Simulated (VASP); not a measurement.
Here is a VASP 6.6.1 calculation.

File INCAR:

```
  PREC = Accurate
  ENCUT = 520
  EDIFF = 1E-6
  ISMEAR = -1
  SIGMA = 0.06122561905347299
  LREAL = False
  LASPH = True
  NELM = 60
  ALGO = Normal
  ISIF = 2
  LWAVE = False
  LCHARG = False
  GGA = PE
  NBANDS = 12
```

Contents of KPOINTS:

```
regular mesh
0
Gamma
  18 18 18
```

File POSCAR:

```
Hg
1.0
    3.1099150105      0.0000000000      0.0000000000
    0.0000000000      3.1099150105      0.0000000000
    0.0000000000      0.0000000000      3.1099150105
Hg
1
Direct
    0.0000000000      0.0000000000      0.0000000000
```

Potentials or basis: VASP PAW PBE potentials, release 64 (Hg).

Launch:

```sh
$ cat potpaw_PBE.64/Hg/POTCAR > POTCAR
$ mpirun -np 1 vasp_std > vasp.out
```

Q: What does it give for the pressure?

A: 0.0 GPa.

Q: Predict the band gap on the k mesh.

A: Zero (band 6 reaches 4.80 eV, above the bottom of band 7 at -0.05 eV).

Caveat: spin-orbit coupling is left out, which moves the levels of the heavy elements.
